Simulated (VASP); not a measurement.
# ZnRe (P-6m2) in VASP: notebook

Runs on ZnRe. Level: PBE. Tasks: single point.

Program: VASP 6.6.1. These are calculated values, not measurements. Logs are shortened: lines on timing, memory, paths and dates and some standing lists are left out, and cuts for length are marked.

**1. The cell of the first run**

It takes space group P-6m2 (No. 187, hexagonal). Conventional cell: a = 2.748 Å, b = 2.748 Å, c = 4.314 Å, α = 90.00°, β = 90.00°, γ = 120.00°. Re (site symmetry -6m2) has 6 Zn at 2.68 Å and 6 Re at 2.75 Å within 3.5 Å. Zn (site symmetry -6m2) has 6 Re at 2.68 Å and 6 Zn at 2.75 Å within 3.5 Å.

**2. Single point, PBE**

The input, INCAR:

```
  PREC = Accurate
  ENCUT = 520
  EDIFF = 1E-6
  ISMEAR = -1
  SIGMA = 0.05
  LREAL = F
  LASPH = T
  NELM = 60
  ALGO = Normal
  ISIF = 2
  LWAVE = F
  LCHARG = T
  GGA = PE
  LELF = T
  LVHAR = T
  NBANDS = 16
```

The input, KPOINTS:

```
regular mesh
0
Gamma
  9 9 5
```

The input, POSCAR:

```
ZnRe
1.0
    2.7482183437      0.0000000000      0.0000000000
   -1.3741091718      2.3800269008      0.0000000000
    0.0000000000      0.0000000000      4.3143033600
Re Zn
1 1
Direct
    0.3333333333      0.6666666667      0.5000000000
    0.0000000000      0.0000000000      0.0000000000
```

Potentials or basis: VASP PAW PBE potentials, release 64 (Re, Zn).

Run with:

```console
cat potpaw_PBE.64/Re/POTCAR potpaw_PBE.64/Zn/POTCAR > POTCAR
mpirun -np 1 vasp_std > vasp.out
```

OUTCAR:

```text
PREC = Accurate
   ENCUT = 520
   EDIFF = 1E-6
   ISMEAR = -1
   LREAL = F
   LASPH = T
   NELM = 60
   ISIF = 2
   GGA = PE

 ion  position               nearest neighbor table
   1  0.333  0.667  0.500-   2 2.68   2 2.68   2 2.68   2 2.68   2 2.68   2 2.68
   2  0.000  0.000  0.000-   1 2.68   1 2.68   1 2.68   1 2.68   1 2.68   1 2.68

  LATTYP: Found a hexagonal cell.
 ALAT       =     2.7482183437
 C/A-ratio  =     1.5698546551

  Lattice vectors:

 A1 = (   2.7482183437,   0.0000000000,   0.0000000000)
 A2 = (  -1.3741091718,   2.3800269008,   0.0000000000)
 A3 = (   0.0000000000,   0.0000000000,   4.3143033600)

Analysis of symmetry for initial positions (statically):
=====================================================================
 Subroutine PRICEL returns:
 Original cell was already a primitive cell.

 Routine SETGRP: Setting up the symmetry group for a
 hexagonal supercell.

 Subroutine GETGRP returns: Found 12 space group operations
 (whereof 12 operations were pure point group operations)
 out of a pool of 24 trial point group operations.

The static configuration has the point symmetry D_3h.

Analysis of symmetry for dynamics (positions and initial velocities):
=====================================================================
 Subroutine PRICEL returns:
 Original cell was already a primitive cell.

 Routine SETGRP: Setting up the symmetry group for a
 hexagonal supercell.

 Subroutine GETGRP returns: Found 12 space group operations
 (whereof 12 operations were pure point group operations)
 out of a pool of 24 trial point group operations.

The dynamic configuration has the point symmetry D_3h.

 Subroutine INISYM returns: Found 12 space group operations
 (whereof 12 operations are pure point group operations),
 and found     1 'primitive' translations

----------------------------------------------------------------------------------------

                                     Primitive cell

  volume of cell :      28.2191

  direct lattice vectors                    reciprocal lattice vectors
     2.748218344  0.000000000  0.000000000     0.363872107  0.210081659  0.000000000
    -1.374109172  2.380026901  0.000000000     0.000000000  0.420163318  0.000000000
     0.000000000  0.000000000  4.314303360     0.000000000  0.000000000  0.231787131

  length of vectors
     2.748218344  2.748218344  4.314303360     0.420163318  0.420163318  0.231787131
[... 78 lines left out ...]
   LASPH  =      T    aspherical Exc in radial PAW
   ENCUT  =  520.0 eV  38.22 Ry    6.18 a.u.   5.11  5.11  8.02*2*pi/ulx,y,z
   NELM   =     60;   NELMIN=  2; NELMDL= -5     # of ELM steps
   EDIFF  = 0.1E-05   stopping-criterion for ELM
   LREAL  =      F    real-space projection
   EDIFFG = 0.1E-04   stopping-criterion for IOM
   NSW    =      0    number of steps for IOM
   IBRION =     -1    ionic relax: 0-MD 1-quasi-New 2-CG
   NFREE  =      0    steps in history (QN), initial steepest desc. (CG)
   ISIF   =      2    stress and relaxation
   ISYM   =      2    0-nonsym 1-usesym 2-fastsym
   POTIM  = 0.5000    time-step for ionic-motion
   TEBEG  =    0.0;   TEEND  =   0.0 temperature during run
   PSTRESS=    0.0 pullay stress
   NELECT =      19.0000    total number of electrons
   NUPDOWN=      -1.0000    fix difference up-down
   EMIN   =  10.00;   EMAX   =-10.00  energy-range for DOS
   EFERMI =   0.00;   METHOD = LEGACY
   ISMEAR =    -1;   SIGMA  =   0.05  broadening in eV -4-tet -1-fermi 0-gaus
   EFERMI_NEDOS =   21; number of points for ismear=-14 and -15
   IALGO  =     38    algorithm
   IMIX   =      4    mixing-type and parameters
     AMIX     =   0.40;   BMIX     =  1.00
     AMIX_MAG =   1.60;   BMIX_MAG =  1.00
  volume/ion in A,a.u.               =      14.11        95.22
  Fermi-wavevector in a.u.,A,eV,Ry     =   1.434866  2.711504 28.012237  2.058841
  Thomas-Fermi vector in A             =   2.554228
   LORBIT       =      0    0 simple, 1 ext, 2 COOP (PROOUT), +10 PAW based schemes
   GGA     = PE    functional components
   LHFCALC =     F    Hartree Fock is set to
   AEXX    =    0.0000 exact exchange contribution
   IVDW    =     0    specifies the selected vdW correction
   LEPSILON=     F    determine dielectric tensor
   LRPA    =     F    only Hartree local field effects (RPA)
 non-spin polarized calculation
  energy-cutoff  :      520.00
  volume of cell :       28.22
 maximum number of plane-waves:       770
   NGX = 11   NGY = 11   NGZ = 17

 number of electron      19.0000015 magnetization

 Free energy of the ion-electron system (eV)
  ---------------------------------------------------
  ext. energy  EPLUGINS =         0.00000000
  ---------------------------------------------------
  free energy    TOTEN  =       -13.00322701 eV

  energy without entropy =      -12.98800660  energy(sigma->0) =      -12.99561681

 E-fermi :   5.9290     XC(G=0): -13.0163

 val. band max:        5.9207010676   @ k =   0.3333   0.1111   0.2000
 cond. band min:       5.9591971802   @ k =   0.1111   0.1111   0.0000
 fundamental gap:      0.0384961126
 Fermi energy:         5.9289542837

 k-point     1 :       0.0000    0.0000    0.0000
  band No.  band energies     occupation
      1      -4.6431      2.00000
      2      -2.1486      2.00000
      3      -1.4518      2.00000
      4      -1.4518      2.00000
      5      -1.1050      2.00000
      6      -1.1050      2.00000
[... 433 lines left out ...]
      3      -1.4611      2.00000
      4      -1.4536      2.00000
      5      -1.4524      2.00000
      6       2.6281      2.00000
[... 8 lines left out ...]
     15      16.7253      0.00000
     16      17.4877      0.00000

 [... further k-points ...]

------------------------ aborting loop because EDIFF is reached ----------------------------------------

  FORCE on cell =-STRESS in cart. coord.  units (eV):
  Direction    XX          YY          ZZ          XY          YZ          ZX
  --------------------------------------------------------------------------------------
  -------------------------------------------------------------------------------------
  Total        0.8048900      0.8048900      2.3372964      0.0000000     -0.0000000     -0.0000000
  in kB       45.6986469     45.6986469    132.7029576      0.0000000     -0.0000000     -0.0000000
  external PRESSURE =      74.7000838 kB  Pullay stress =       0.0000000 kB

 VOLUME and BASIS-vectors are now :
 -----------------------------------------------------------------------------
  energy-cutoff  :      520.00
  volume of cell :       28.22
      direct lattice vectors                 reciprocal lattice vectors
     2.748218344  0.000000000  0.000000000     0.363872107  0.210081659  0.000000000
    -1.374109172  2.380026901  0.000000000     0.000000000  0.420163318  0.000000000
     0.000000000  0.000000000  4.314303360     0.000000000  0.000000000  0.231787131

 POSITION                                       TOTAL-FORCE (eV/Angst)
 -----------------------------------------------------------------------------------
     -0.00000      1.58668      2.15715        -0.000000      0.000000      0.000000
      0.00000      0.00000      0.00000         0.000000      0.000000      0.000000
 -----------------------------------------------------------------------------------
    total drift:                               -0.000000      0.000000      0.000000

  FREE ENERGIE OF THE ION-ELECTRON SYSTEM (eV)
  ---------------------------------------------------
  free  energy   TOTEN  =       -13.0032270124 eV

  energy  without entropy=      -12.9880066011  energy(sigma->0) =      -12.99561681
```

Wall time 14 s (1 thread of Intel Xeon Platinum 8375C at 2.90GHz (Ice Lake), shared host); peak memory 0.14 GiB.

What came out:

```
Free energy : -13.0032 eV
Pressure    : 7.5 GPa
```

Caveat: spin-orbit coupling is left out, which moves the levels of the heavy elements.

**3. Single point, PBE**

This run uses another cell than the first one, of 14.40 Å³/atom, 1.021 times its volume.

The input, INCAR:

```
SYSTEM = ZnRe
  PREC = Accurate
  ENCUT = 520
  EDIFF = 1E-6
  ISMEAR = -1
  SIGMA = 0.05
  LREAL = .False.
  LASPH = .True.
  NELM = 80
  ALGO = Normal
  ISIF = 2
  LWAVE = .False.
  LCHARG = .False.
  GGA = PE
  NBANDS = 16
```

The input, KPOINTS:

```
Automatic mesh
0
Gamma
  9 9 5
  0 0 0
```

POSCAR: that of step 2 with these lines changed.

```diff
@@ -4,3 +4,3 @@
    -1.3741091718      2.3800269008      0.0000000000
-    0.0000000000      0.0000000000      4.3143033600
+    0.0000000000      0.0000000000      4.4041846800
 Re Zn
```

Potentials or basis: VASP PAW PBE potentials, release 64 (Re, Zn).

Run with:

```console
cat potpaw_PBE.64/Re/POTCAR potpaw_PBE.64/Zn/POTCAR > POTCAR
mpirun -np 1 vasp_std > vasp.out
```

Wall time 13 s (1 thread of Intel Xeon Platinum 8375C at 2.90GHz (Ice Lake), shared host); peak memory 0.15 GiB.

The run converged. Its results:

```yaml
Free_energy: -13.0361 eV
Pressure: 2.7 GPa
```

Stress tensor (GPa, compression positive):
```
1.69 0.00 0.00
0.00 1.69 0.00
0.00 0.00 4.80
```

Levels at points of the mesh, in eV from the Fermi level:
| k point | band 7 | band 8 | band 9 | band 10 | band 11 | band 12 | band 13 | band 14 |
| --- | --- | --- | --- | --- | --- | --- | --- | --- |
| (0.00, 0.00, 0.00) | -5.01 | -1.42 | -1.36 | -1.36 | 1.63 | 1.63 | 5.22 | 14.55 |

Caveat: spin-orbit coupling is left out, which moves the levels of the heavy elements.

**4. Single point, PBE**

This run uses another cell than the first one, of 14.55 Å³/atom, 1.031 times its volume.

The input, INCAR:

```
PREC     = Accurate       # precision mode
ENCUT    = 520            # plane-wave cutoff, eV
EDIFF    = 1E-6           # SCF threshold, eV
ISMEAR   = -1             # smearing method
SIGMA    = 0.05           # smearing width, eV
LREAL    = False          # projectors in reciprocal space
LASPH    = True           # aspherical terms in the spheres
NELM     = 80             # most SCF steps
ALGO     = Normal         # electronic algorithm
ISIF     = 2              # what is computed and relaxed
LWAVE    = False          # write WAVECAR
LCHARG   = False          # write CHGCAR
GGA      = PE             # functional
NBANDS   = 16             # bands
```

The input, KPOINTS:

```
regular mesh
0
Gamma
  9 9 5
```

POSCAR: that of step 3 with these lines changed.

```diff
@@ -4,3 +4,3 @@
    -1.3741091718      2.3800269008      0.0000000000
-    0.0000000000      0.0000000000      4.4041846800
+    0.0000000000      0.0000000000      4.4491253400
 Re Zn
```

Run with:

```console
cat potpaw_PBE.64/Re/POTCAR potpaw_PBE.64/Zn/POTCAR > POTCAR
mpirun -np 1 vasp_std > vasp.out
```

Run time: 13 s. Hardware: 1 thread of Intel Xeon Platinum 8375C at 2.90GHz (Ice Lake), shared host; peak memory 0.15 GiB.

The run converged. Its results:

```
Free energy : -13.0416 eV
Pressure    : 0.6 GPa
```

Stress tensor (GPa, compression positive):
```
0.33 0.00 0.00
0.00 0.33 0.00
0.00 0.00 1.18
```

Levels at points of the mesh, in eV from the Fermi level:
```csv
k point,band 6,band 7,band 8,band 9,band 10,band 11,band 12,band 13
"(0.00, 0.00, 0.00)",-6.97,-5.05,-1.50,-1.35,-1.35,1.64,1.64,4.95
```

Caveat: spin-orbit coupling is left out, which moves the levels of the heavy elements.

**5. Single point, PBE**

This run uses another cell than the first one, of 14.70 Å³/atom, 1.042 times its volume.

The input, INCAR:

```
  PREC = Accurate
  ENCUT = 520
  EDIFF = 1E-6
  ISMEAR = -1
  SIGMA = 0.05
  LREAL = F
  LASPH = T
  NELM = 60
  ALGO = Normal
  ISIF = 2
  LWAVE = F
  LCHARG = F
  GGA = PE
  NBANDS = 16
```

The input, KPOINTS:

```
Automatic mesh
0
Gamma
  9 9 5
```

POSCAR: that of step 4 with these lines changed.

```diff
@@ -4,3 +4,3 @@
    -1.3741091718      2.3800269008      0.0000000000
-    0.0000000000      0.0000000000      4.4491253400
+    0.0000000000      0.0000000000      4.4940660000
 Re Zn
```

Potentials or basis: VASP PAW PBE potentials, release 64 (Re, Zn).

Run with:

```console
cat potpaw_PBE.64/Re/POTCAR potpaw_PBE.64/Zn/POTCAR > POTCAR
mpirun -np 1 vasp_std > vasp.out
```

OUTCAR:

```text
PREC = Accurate
   ENCUT = 520
   EDIFF = 1E-6
   ISMEAR = -1
   LREAL = F
   LASPH = T
   NELM = 60
   ISIF = 2
   GGA = PE

 ion  position               nearest neighbor table
   1  0.333  0.667  0.500-   2 2.75   2 2.75   2 2.75   2 2.75   2 2.75   2 2.75
   2  0.000  0.000  0.000-   1 2.75   1 2.75   1 2.75   1 2.75   1 2.75   1 2.75

  LATTYP: Found a hexagonal cell.
 ALAT       =     2.7482183437
 C/A-ratio  =     1.6352652657

  Lattice vectors:

 A1 = (   2.7482183437,   0.0000000000,   0.0000000000)
 A2 = (  -1.3741091718,   2.3800269008,   0.0000000000)
 A3 = (   0.0000000000,   0.0000000000,   4.4940660000)

Analysis of symmetry for initial positions (statically):
=====================================================================
 Subroutine PRICEL returns:
 Original cell was already a primitive cell.

 Routine SETGRP: Setting up the symmetry group for a
 hexagonal supercell.

 Subroutine GETGRP returns: Found 12 space group operations
 (whereof 12 operations were pure point group operations)
 out of a pool of 24 trial point group operations.

The static configuration has the point symmetry D_3h.

Analysis of symmetry for dynamics (positions and initial velocities):
=====================================================================
 Subroutine PRICEL returns:
 Original cell was already a primitive cell.

 Routine SETGRP: Setting up the symmetry group for a
 hexagonal supercell.

 Subroutine GETGRP returns: Found 12 space group operations
 (whereof 12 operations were pure point group operations)
 out of a pool of 24 trial point group operations.

The dynamic configuration has the point symmetry D_3h.

 Subroutine INISYM returns: Found 12 space group operations
 (whereof 12 operations are pure point group operations),
 and found     1 'primitive' translations

----------------------------------------------------------------------------------------
[... 105 lines left out ...]
   NUPDOWN=      -1.0000    fix difference up-down
   EMIN   =  10.00;   EMAX   =-10.00  energy-range for DOS
   EFERMI =   0.00;   METHOD = LEGACY
   ISMEAR =    -1;   SIGMA  =   0.05  broadening in eV -4-tet -1-fermi 0-gaus
   EFERMI_NEDOS =   21; number of points for ismear=-14 and -15
   IALGO  =     38    algorithm
   IMIX   =      4    mixing-type and parameters
     AMIX     =   0.40;   BMIX     =  1.00
     AMIX_MAG =   1.60;   BMIX_MAG =  1.00
  volume/ion in A,a.u.               =      14.70        99.18
  Fermi-wavevector in a.u.,A,eV,Ry     =   1.415474  2.674858 27.260173  2.003566
  Thomas-Fermi vector in A             =   2.536909
   LORBIT       =      0    0 simple, 1 ext, 2 COOP (PROOUT), +10 PAW based schemes
   GGA     = PE    functional components
[... 5 lines left out ...]
 non-spin polarized calculation
  energy-cutoff  :      520.00
  volume of cell :       29.39
 maximum number of plane-waves:       803
   NGX = 11   NGY = 11   NGZ = 17

 number of electron      19.0000012 magnetization

 Free energy of the ion-electron system (eV)
  ---------------------------------------------------
  ext. energy  EPLUGINS =         0.00000000
  ---------------------------------------------------
  free energy    TOTEN  =       -13.04081519 eV

  energy without entropy =      -13.02435628  energy(sigma->0) =      -13.03258573

 E-fermi :   5.5744     XC(G=0): -12.7886

 val. band max:        5.4274253008   @ k =   0.4444   0.1111   0.2000
 cond. band min:       5.5787462800   @ k =   0.3333   0.0000   0.4000
 fundamental gap:      0.1513209792
 Fermi energy:         5.5744068182

 k-point     1 :       0.0000    0.0000    0.0000
  band No.  band energies     occupation
      1      -4.7234      2.00000
      2      -2.3786      2.00000
      3      -1.7498      2.00000
      4      -1.7498      2.00000
      5      -1.3670      2.00000
      6      -1.3670      2.00000
[... 433 lines left out ...]
      3      -1.7495      2.00000
      4      -1.7407      2.00000
      5      -1.6758      2.00000
      6       2.4335      2.00000
[... 8 lines left out ...]
     15      15.7608      0.00000
     16      16.7084      0.00000

 [... further k-points ...]

------------------------ aborting loop because EDIFF is reached ----------------------------------------

  FORCE on cell =-STRESS in cart. coord.  units (eV):
  Direction    XX          YY          ZZ          XY          YZ          ZX
  --------------------------------------------------------------------------------------
  -------------------------------------------------------------------------------------
  Total       -0.1815173     -0.1815173     -0.3829710     -0.0000000     -0.0000000      0.0000000
  in kB       -9.8936407     -9.8936407    -20.8739176     -0.0000000     -0.0000000      0.0000000
  external PRESSURE =     -13.5537330 kB  Pullay stress =       0.0000000 kB

 VOLUME and BASIS-vectors are now :
 -----------------------------------------------------------------------------
  energy-cutoff  :      520.00
  volume of cell :       29.39
      direct lattice vectors                 reciprocal lattice vectors
     2.748218344  0.000000000  0.000000000     0.363872107  0.210081659  0.000000000
    -1.374109172  2.380026901  0.000000000     0.000000000  0.420163318  0.000000000
     0.000000000  0.000000000  4.494066000     0.000000000  0.000000000  0.222515646

 POSITION                                       TOTAL-FORCE (eV/Angst)
 -----------------------------------------------------------------------------------
     -0.00000      1.58668      2.24703         0.000000      0.000000      0.000000
      0.00000      0.00000      0.00000         0.000000     -0.000000      0.000000
 -----------------------------------------------------------------------------------
    total drift:                               -0.000000      0.000000      0.000000

  FREE ENERGIE OF THE ION-ELECTRON SYSTEM (eV)
  ---------------------------------------------------
  free  energy   TOTEN  =       -13.0408151918 eV

  energy  without entropy=      -13.0243562756  energy(sigma->0) =      -13.03258573
```

OSZICAR:

```text
N       E                     dE             d eps       ncg     rms          rms(c)
DAV:   1     0.597251393718E+02    0.59725E+02   -0.95765E+03  1728   0.166E+03
DAV:   2    -0.118093564161E+02   -0.71534E+02   -0.68083E+02  1768   0.368E+02
DAV:   3    -0.138902106155E+02   -0.20809E+01   -0.20633E+01  1672   0.524E+01
DAV:   4    -0.139079262276E+02   -0.17716E-01   -0.17700E-01  1456   0.312E+00
DAV:   5    -0.139081852543E+02   -0.25903E-03   -0.25902E-03  1720   0.488E-01    0.245E+01
DAV:   6    -0.132227930660E+02    0.68539E+00   -0.11393E+00  1896   0.295E+01    0.989E+00
DAV:   7    -0.130643040388E+02    0.15849E+00   -0.43851E-01  2016   0.146E+01    0.927E-01
DAV:   8    -0.130458776898E+02    0.18426E-01   -0.58718E-02  1904   0.681E+00    0.870E-01
DAV:   9    -0.130411642650E+02    0.47134E-02   -0.66582E-03  1888   0.157E+00    0.350E-01
DAV:  10    -0.130408215827E+02    0.34268E-03   -0.61835E-04  1984   0.389E-01    0.622E-02
DAV:  11    -0.130408162544E+02    0.53282E-05   -0.59446E-05  1944   0.165E-01    0.101E-02
DAV:  12    -0.130408152447E+02    0.10098E-05   -0.60040E-06  1416   0.629E-02    0.340E-03
DAV:  13    -0.130408151918E+02    0.52830E-07   -0.87917E-07   944   0.154E-02
   1 F= -.13040815E+02 E0= -.13032586E+02  d E =-.164589E-01
```

Wall time 14 s (1 thread of Intel Xeon Platinum 8375C at 2.90GHz (Ice Lake), shared host); peak memory 0.15 GiB.

Results:

```
Free energy : -13.0408 eV
Pressure    : -1.4 GPa
```

Levels at points of the mesh, in eV from the Fermi level:
```
           k point  band 6  band 7  band 8  band 9  band 10  band 11  band 12  band 13
(0.00, 0.00, 0.00)   -6.94   -5.08   -1.57   -1.34    -1.34     1.65     1.65     4.70
```

Caveat: spin-orbit coupling is left out, which moves the levels of the heavy elements.

**6. The runs side by side**

```tsv
cell	gap on the mesh (eV)	pressure (GPa)
a = 2.748, b = 2.748, c = 4.314 Å, angles 90.0, 90.0, 120.0°, 2 atoms	none	7.5
a = 2.748, b = 2.748, c = 4.404 Å, angles 90.0, 90.0, 120.0°, 2 atoms	none	2.7
a = 2.748, b = 2.748, c = 4.449 Å, angles 90.0, 90.0, 120.0°, 2 atoms	none	0.6
a = 2.748, b = 2.748, c = 4.494 Å, angles 90.0, 90.0, 120.0°, 2 atoms	none	-1.4
```

Alike in all rows: task single point; level PBE; potentials or basis VASP PAW PBE potentials, release 64 (Re, Zn); no spin polarisation; k mesh 9 × 9 × 5; cutoff (eV) 520; smearing fermi-dirac 0.05 eV.

Caveats: spin-orbit coupling is left out, which moves the levels of the heavy elements.

Total energies depend on the potentials used, so only differences within one code and one set of settings carry meaning.
